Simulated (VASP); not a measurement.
Runs of VASP 6.6.1 on ZnS. The structure is that of space group F-43m (No. 216), or close to it. The cells are those of the table. 

```tsv
task	level	cell	cutoff (eV)	smearing	gap on the mesh (eV)	pressure (GPa)
single point	r2SCAN	a = 3.810 Å, angles 60.0°, 2 atoms	520	gaussian 0.01 eV	2.72	0.1
relaxation of cell and atoms	r2SCAN	relaxed from a = 3.849 Å, angles 60.0°, 2 atoms	600	fermi-dirac 0.02 eV	2.71	0.0
single point	PBE	a = 3.810 Å, angles 60.0°, 2 atoms	520	fermi-dirac 0.02 eV	2.15	(a)
single point	r2SCAN	a = 3.810 Å, angles 60.0°, 2 atoms	520	fermi-dirac 0.02 eV	2.72	0.0
```

Alike in all rows: potentials or basis VASP PAW PBE potentials, release 64 (Zn, S); no spin polarisation; k mesh 8 × 8 × 8.

**Question.** Estimate the missing entries.

**Answer.** (a) 2.5.

Caveats: the PAW data sets were made with another functional, which shifts forces and pressure a little (some runs).

